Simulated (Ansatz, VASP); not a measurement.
# Two plane-wave programs on GePPd3

The input INCAR:

```
PREC     = Accurate       # precision mode
ENCUT    = 600            # plane-wave cutoff, eV
EDIFF    = 1E-6           # SCF threshold, eV
ISMEAR   = 0              # smearing method
SIGMA    = 0.1            # smearing width, eV
LREAL    = F              # projectors in reciprocal space
LASPH    = T              # aspherical terms in the spheres
NELM     = 60             # most SCF steps
ALGO     = Normal         # electronic algorithm
ISIF     = 3              # what is computed and relaxed
LWAVE    = F              # write WAVECAR
LCHARG   = F              # write CHGCAR
GGA      = PE             # functional
IBRION   = 2              # ionic algorithm
NSW      = 90             # ionic steps
EDIFFG   = -0.04          # ionic threshold
```

KPOINTS

```
regular mesh
0
Gamma
  4 4 4
```

POSCAR

```
GePPd3
1.0
    4.1920817274      0.0000000000      0.0000000000
    0.0000000000      4.1920817274      0.0000000000
    0.0000000000      0.0000000000      4.1920817274
Ge P Pd
1 1 3
Direct
    0.5000000000      0.5000000000      0.5000000000
    0.0000000000      0.0000000000      0.0000000000
    0.0000000000      0.5000000000      0.5000000000
    0.5000000000      0.0000000000      0.5000000000
    0.5000000000      0.5000000000      0.0000000000
```

Input for Ansatz:

```yaml
crystal:
  lattice:
    - [4.1920817274, 0.0, 0.0]
    - [0.0, 4.1920817274, 0.0]
    - [0.0, 0.0, 4.1920817274]
  atoms:
    - { symbol: Ge, position: [0.5, 0.5, 0.5] }
    - { symbol: P, position: [0.0, 0.0, 0.0] }
    - { symbol: Pd, position: [0.0, 0.5, 0.5] }
    - { symbol: Pd, position: [0.5, 0.0, 0.5] }
    - { symbol: Pd, position: [0.5, 0.5, 0.0] }
basis:
  ecutwfc: 420
kpoints:
  mp_grid: { grid: [4, 4, 4] }
hamiltonian:
  xc: pbe
scf:
  occupations: { method: gaussian, width: 0.1 }
  lower_state_search: "off"
output:
  forces: true
  stress: true
  eigenvalues: true
relax:
  adjacent_minimum: "off"
  f_tol: 0.04
  max_steps: 70
  cell: { stress_tol: 0.4 }
```

Alike in both runs: task relaxation of cell and atoms; functional PBE; k mesh 4 × 4 × 4; occupations gaussian, width 0.1 eV; no spin polarisation.

|  | VASP | Ansatz |
| --- | --- | --- |
| version | VASP 6.6.1 | Ansatz 0.2.0 |
| potentials or method | VASP PAW PBE potentials, release 64 (Ge_d, P, Pd), cutoff 600 eV | scalar-relativistic, plane waves, PAW |
| valence electrons in the cell | 49 | 73 |

```csv
,VASP,Ansatz,Ansatz less VASP
"gap on the k mesh at the Fermi level, each at its own relaxed structure (eV)",none,none,-
relaxed volume (Å³/atom),19.59,19.51,-0.076
relaxed length of the cell vector where the two differ most in proportion (Å),4.609,4.603,-0.0060
```

A gap of «none» marks a metal or a gap that the smearing closes. VASP's potentials hold 49 valence electrons a cell and Ansatz's 73, so a difference there can come from the potentials and not from the codes.

The k mesh is coarse, so the values compare programs but aren't converged. Noted on VASP's run: the volume moved by over 15 % at a fixed basis, so the end points are rough.
